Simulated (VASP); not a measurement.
# Li2S (Fm-3m) in VASP: a series of runs

Runs on Li2S. Level: PBE. Tasks: single point.

Everything below comes from runs of VASP 6.6.1. Logs are shortened: lines on timing, memory, paths and dates and some standing lists are left out, and cuts for length are marked.

### Step 1. The cell of the first run

Symmetry: Fm-3m, No. 225, cubic system. Conventional cell: a = 5.573 Å, b = 5.573 Å, c = 5.573 Å, α = 90.00°, β = 90.00°, γ = 90.00°. Li (site symmetry -43m) has 4 S at 2.41 Å and 6 Li at 2.79 Å within 3.2 Å. S (site symmetry m-3m) has 8 Li at 2.41 Å within 3.2 Å.

### Step 2. Single point, PBE

INCAR reads:

```
ALGO = Normal ; EDIFF = 1E-6
ENCUT = 750 ; GGA = PE
GGA_COMPAT = False ; ISIF = 2
ISMEAR = -1 ; LASPH = True
LCHARG = False ; LREAL = False
LWAVE = False ; NBANDS = 13
NELM = 120 ; PREC = Accurate
SIGMA = 0.1
```

KPOINTS reads:

```
k-points
0
Gamma
  6 6 6
```

POSCAR reads:

```
Li2S
1.0
    0.0000000000      2.7864326862      2.7864326862
    2.7864326862      0.0000000000      2.7864326862
    2.7864326862      2.7864326862      0.0000000000
Li S
2 1
Direct
    0.2500000000      0.2500000000      0.2500000000
    0.7500000000      0.7500000000      0.7500000000
    0.0000000000      0.0000000000      0.0000000000
```

Potentials or basis: VASP PAW PBE potentials, release 64 (Li_sv, S).

Launch:

```
cat potpaw_PBE.64/Li_sv/POTCAR potpaw_PBE.64/S/POTCAR > POTCAR
mpirun -np 1 vasp_std > vasp.out
```

OUTCAR:

```text
EDIFF = 1E-6
   ENCUT = 750
   GGA = PE
   ISIF = 2
   ISMEAR = -1
   LASPH = True
   LREAL = False
   NELM = 120
   PREC = Accurate

 ion  position               nearest neighbor table
   1  0.250  0.250  0.250-   3 2.41   3 2.41   3 2.41   3 2.41
   2  0.750  0.750  0.750-   3 2.41   3 2.41   3 2.41   3 2.41
   3  0.000  0.000  0.000-   2 2.41   2 2.41   2 2.41   1 2.41   2 2.41   1 2.41   1 2.41   1 2.41

  LATTYP: Found a face centered cubic cell.
 ALAT       =     5.5728653724

  Lattice vectors:

 A1 = (   0.0000000000,   2.7864326862,   2.7864326862)
 A2 = (   2.7864326862,   0.0000000000,   2.7864326862)
 A3 = (   2.7864326862,   2.7864326862,   0.0000000000)

Analysis of symmetry for initial positions (statically):
=====================================================================
 Subroutine PRICEL returns:
 Original cell was already a primitive cell.

 Routine SETGRP: Setting up the symmetry group for a
 face centered cubic supercell.

 Subroutine GETGRP returns: Found 48 space group operations
 (whereof 48 operations were pure point group operations)
 out of a pool of 48 trial point group operations.

The static configuration has the point symmetry O_h .

Analysis of symmetry for dynamics (positions and initial velocities):
=====================================================================
 Subroutine PRICEL returns:
 Original cell was already a primitive cell.

 Routine SETGRP: Setting up the symmetry group for a
 face centered cubic supercell.

 Subroutine GETGRP returns: Found 48 space group operations
 (whereof 48 operations were pure point group operations)
 out of a pool of 48 trial point group operations.

The dynamic configuration has the point symmetry O_h .

 Subroutine INISYM returns: Found 48 space group operations
 (whereof 48 operations are pure point group operations),
 and found     1 'primitive' translations

----------------------------------------------------------------------------------------

                                     Primitive cell

  volume of cell :      43.2689

  direct lattice vectors                    reciprocal lattice vectors
     0.000000000  2.786432686  2.786432686    -0.179440904  0.179440904  0.179440904
     2.786432686  0.000000000  2.786432686     0.179440904 -0.179440904  0.179440904
     2.786432686  2.786432686  0.000000000     0.179440904  0.179440904 -0.179440904

  length of vectors
[... 83 lines left out ...]
   POTIM  = 0.5000    time-step for ionic-motion
   TEBEG  =    0.0;   TEEND  =   0.0 temperature during run
   PSTRESS=    0.0 pullay stress
   NELECT =      12.0000    total number of electrons
   NUPDOWN=      -1.0000    fix difference up-down
   EMIN   =  10.00;   EMAX   =-10.00  energy-range for DOS
   EFERMI =   0.00;   METHOD = LEGACY
   ISMEAR =    -1;   SIGMA  =   0.10  broadening in eV -4-tet -1-fermi 0-gaus
   EFERMI_NEDOS =   21; number of points for ismear=-14 and -15
   IALGO  =     38    algorithm
   IMIX   =      4    mixing-type and parameters
     AMIX     =   0.40;   BMIX     =  1.00
     AMIX_MAG =   1.60;   BMIX_MAG =  1.00
  volume/ion in A,a.u.               =      14.42        97.33
  Fermi-wavevector in a.u.,A,eV,Ry     =   1.067604  2.017478 15.507613  1.139777
  Thomas-Fermi vector in A             =   2.203225
   LORBIT       =      0    0 simple, 1 ext, 2 COOP (PROOUT), +10 PAW based schemes
   GGA     = PE    functional components
   LHFCALC =     F    Hartree Fock is set to
   AEXX    =    0.0000 exact exchange contribution
   IVDW    =     0    specifies the selected vdW correction
   LEPSILON=     F    determine dielectric tensor
   LRPA    =     F    only Hartree local field effects (RPA)
 non-spin polarized calculation
  energy-cutoff  :      750.00
  volume of cell :       43.27
 maximum number of plane-waves:      2044
   NGX = 17   NGY = 17   NGZ = 17

 number of electron      11.9999997 magnetization

 Free energy of the ion-electron system (eV)
  ---------------------------------------------------
  ext. energy  EPLUGINS =         0.00000000
  ---------------------------------------------------
  free energy    TOTEN  =       -11.96445829 eV

  energy without entropy =      -11.96445828  energy(sigma->0) =      -11.96445829

 E-fermi :   3.6059     XC(G=0):  -8.7621

 val. band max:        1.8876689969   @ k =   0.0000   0.0000   0.0000
 cond. band min:       5.2271233304   @ k =   0.5000   0.5000   0.0000
 fundamental gap:      3.3394543334
 Fermi energy:         3.6059323773

 k-point     1 :       0.0000    0.0000    0.0000
  band No.  band energies     occupation
      1     -42.1681      2.00000
      2     -42.1129      2.00000
      3      -9.3213      2.00000
      4       1.8877      2.00000
      5       1.8877      2.00000
      6       1.8877      2.00000
      7       6.5063      0.00000
      8       8.1427      0.00000
      9       8.1427      0.00000
     10       8.1427      0.00000
     11      13.2394      0.00000
     12      13.2394      0.00000
     13      14.6543      0.00000
[... 226 lines left out ...]
  band No.  band energies     occupation
      1     -42.1435      2.00000
      2     -42.1344      2.00000
      3      -8.6823      2.00000
      4      -0.2545      2.00000
      5       0.0362      2.00000
      6       0.1178      2.00000
      7       6.6061      0.00000
      8      10.0347      0.00000
      9      10.5314      0.00000
     10      12.2802      0.00000
     11      13.8878      0.00000
     12      14.7773      0.00000
     13      14.8672      0.00000

------------------------ aborting loop because EDIFF is reached ----------------------------------------

  FORCE on cell =-STRESS in cart. coord.  units (eV):
  Direction    XX          YY          ZZ          XY          YZ          ZX
  --------------------------------------------------------------------------------------
  -------------------------------------------------------------------------------------
  Total        0.8529996      0.8529996      0.8529996      0.0000000     -0.0000000     -0.0000000
  in kB       31.5852070     31.5852070     31.5852070      0.0000000     -0.0000000     -0.0000000
  external PRESSURE =      31.5852070 kB  Pullay stress =       0.0000000 kB

 VOLUME and BASIS-vectors are now :
 -----------------------------------------------------------------------------
  energy-cutoff  :      750.00
  volume of cell :       43.27
      direct lattice vectors                 reciprocal lattice vectors
     0.000000000  2.786432686  2.786432686    -0.179440904  0.179440904  0.179440904
     2.786432686  0.000000000  2.786432686     0.179440904 -0.179440904  0.179440904
     2.786432686  2.786432686  0.000000000     0.179440904  0.179440904 -0.179440904

 POSITION                                       TOTAL-FORCE (eV/Angst)
 -----------------------------------------------------------------------------------
      1.39322      1.39322      1.39322         0.000000      0.000000      0.000000
      4.17965      4.17965      4.17965        -0.000000     -0.000000      0.000000
      0.00000      0.00000      0.00000        -0.000000      0.000000     -0.000000
 -----------------------------------------------------------------------------------
    total drift:                                0.000000      0.000000      0.000000

  FREE ENERGIE OF THE ION-ELECTRON SYSTEM (eV)
  ---------------------------------------------------
  free  energy   TOTEN  =       -11.9644582928 eV

  energy  without entropy=      -11.9644582836  energy(sigma->0) =      -11.96445829
```

stdout:

```text
POSCAR found type information on POSCAR LiS
 POSCAR found :  2 types and       3 ions
 scaLAPACK will be used
 LDA part: xc-table for (Slater+PW92), standard interpolation
 POSCAR, INCAR and KPOINTS ok, starting setup
 FFT: planning ... GRIDC
 FFT: planning ... GRID_SOFT
 FFT: planning ... GRID
 WAVECAR not read
 entering main loop
```

Wall time 10 s (1 thread of Intel Xeon 6975P-C (Granite Rapids), shared host); peak memory 0.19 GiB.

Results:

```
Free energy            : -11.9645 eV
Pressure               : 3.2 GPa
Band gap on the k mesh : 3.34 eV, indirect (least direct gap 4.62 eV)
```

### Step 3. Single point, PBE

This run uses another cell than the first one, of 14.88 Å³/atom, 1.032 times its volume.

INCAR reads:

```
ALGO = Normal
EDIFF = 1E-6
ENCUT = 750
GGA = PE
GGA_COMPAT = F
ISIF = 2
ISMEAR = -1
LASPH = T
LCHARG = T
LELF = T
LREAL = F
LVHAR = T
LWAVE = F
NBANDS = 13
NELM = 120
PREC = Accurate
SIGMA = 0.1
```

KPOINTS is that of step 2.

POSCAR reads:

```
Li2S
1.0
    0.0000000000      2.8157657122      2.8157657122
    2.8157657122      0.0000000000      2.8157657122
    2.8157657122      2.8157657122      0.0000000000
Li S
2 1
Direct
    0.2500000000      0.2500000000      0.2500000000
    0.7500000000      0.7500000000      0.7500000000
    0.0000000000      0.0000000000      0.0000000000
```

Potentials or basis: VASP PAW PBE potentials, release 64 (Li_sv, S).

Launch:

```
cat potpaw_PBE.64/Li_sv/POTCAR potpaw_PBE.64/S/POTCAR > POTCAR
mpirun -np 1 vasp_std > vasp.out
```

Run time: 10 s. Hardware: 1 thread of Intel Xeon 6975P-C (Granite Rapids), shared host; peak memory 0.2 GiB.

Results (log left out):

```
Free energy            : -11.9858 eV
Pressure               : 1.6 GPa
Band gap on the k mesh : 3.37 eV, indirect (least direct gap 4.45 eV)
```

Levels at points of the mesh, in eV from the valence-band top:
```csv
k point,band 3,band 4,band 5,band 6,band 7,band 8,band 9,band 10
"(0.00, 0.00, 0.00)",-11.12,0.00,0.00,0.00,4.45,6.25,6.25,6.25
"(0.50, 0.00, 0.00)",-10.66,-2.99,-0.53,-0.53,6.27,6.59,6.59,8.59
"(0.50, 0.50, 0.00)",-10.52,-2.24,-1.49,-1.49,3.37,7.18,11.35,11.35
```

A k mesh can miss the band edges.

### Step 4. Single point, PBE

This run uses another cell than the first one, of 15.34 Å³/atom, 1.064 times its volume.

INCAR reads:

```
SYSTEM = Li2S
ALGO = Normal
EDIFF = 1E-6
ENCUT = 750
GGA = PE
GGA_COMPAT = .False.
ISIF = 2
ISMEAR = -1
LASPH = .True.
LCHARG = .True.
LELF = .True.
LREAL = .False.
LVHAR = .True.
LWAVE = .False.
NBANDS = 13
NELM = 120
PREC = Accurate
SIGMA = 0.1
```

KPOINTS reads:

```
k-points
0
Gamma
  6 6 6
  0 0 0
```

POSCAR reads:

```
Li2S
1.0
    0.0000000000      2.8445000000      2.8445000000
    2.8445000000      0.0000000000      2.8445000000
    2.8445000000      2.8445000000      0.0000000000
Li S
2 1
Direct
    0.2500000000      0.2500000000      0.2500000000
    0.7500000000      0.7500000000      0.7500000000
    0.0000000000      0.0000000000      0.0000000000
```

Launch:

```
cat potpaw_PBE.64/Li_sv/POTCAR potpaw_PBE.64/S/POTCAR > POTCAR
mpirun -np 1 vasp_std > vasp.out
```

It took 11 s on 1 thread of Intel Xeon 6975P-C (Granite Rapids), shared host; peak memory 0.2 GiB.

Results (log left out):

```yaml
Free_energy: -11.9945 eV
Pressure: 0.2 GPa
Band_gap_on_the_k_mesh: 3.39 eV, indirect (least direct gap 4.29 eV)
```

Levels at points of the mesh, in eV from the valence-band top:
| k point | band 2 | band 3 | band 4 | band 5 | band 6 | band 7 | band 8 | band 9 | band 10 | band 11 |
| --- | --- | --- | --- | --- | --- | --- | --- | --- | --- | --- |
| (0.00, 0.00, 0.00) | -44.12 | -11.04 | 0.00 | 0.00 | 0.00 | 4.29 | 6.23 | 6.23 | 6.23 | 11.19 |
| (0.50, 0.00, 0.00) | -44.14 | -10.60 | -2.89 | -0.51 | -0.51 | 6.13 | 6.58 | 6.58 | 8.44 | 12.84 |
| (0.50, 0.50, 0.00) | -44.13 | -10.47 | -2.18 | -1.43 | -1.43 | 3.39 | 7.10 | 11.13 | 11.13 | 12.15 |

A k mesh can miss the band edges.

(Part 1 of 2 ends here.)
